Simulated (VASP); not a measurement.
Write the native input for VASP 6.6.1 that does the following.

```
Task                   : single point
Functional             : PBE
Potentials or basis    : VASP PAW PBE potentials, release 64 (Si)
Cutoff                 : 520 eV
k mesh                 : 10 × 10 × 10
Occupations            : gaussian, width 0.05 eV
Spin                   : no spin polarisation
Dipole correction      : no
Further INCAR settings : ALGO = Normal; EDIFF = 1e-07; NBANDS = 16
```

The structure of Si lies in POSCAR:

```
Si
1.0
   -3.5881380001      3.5881380001      1.9304179815
    3.5881380001     -3.5881380001      1.9304179815
    3.3539471749      3.3539471749     -1.9304179815
Si
4
Direct
    0.1786105079      0.1786105079      0.3572210158
    0.8213894921      0.8213894921      0.6427789842
    0.1786105079      0.8213894921      0.0000000000
    0.8213894921      0.1786105079      0.0000000000
```

One way to write it, as run:

INCAR

```
PREC = Accurate ; ENCUT = 520
EDIFF = 1E-7 ; ISMEAR = 0
SIGMA = 0.05 ; LREAL = False
LASPH = True ; NELM = 80
ALGO = Normal ; ISIF = 2
LWAVE = False ; LCHARG = True
GGA = PE ; LELF = True
LVHAR = True ; NBANDS = 16
```

KPOINTS

```
regular mesh
0
Gamma
  10 10 10
```

Potentials or basis: VASP PAW PBE potentials, release 64 (Si).

The run is started by

```console
$ cat potpaw_PBE.64/Si/POTCAR > POTCAR
$ mpirun -np 1 vasp_std > vasp.out
```

Results of the run:

```
Pressure               : -5.0 GPa
Largest force          : 0.546 eV/Å
Band gap on the k mesh : zero (bands 8 and 9 overlap by 0.01 eV)
```

Caveat: the stress differs along the axes, from -7 to -1 GPa; semilocal functionals underestimate gaps, and a narrow one can read as zero.

It took 100 s on 1 thread of Intel(R) Xeon(R) 6975P-C (Granite Rapids), on a shared host, peak memory 0.34 GiB.
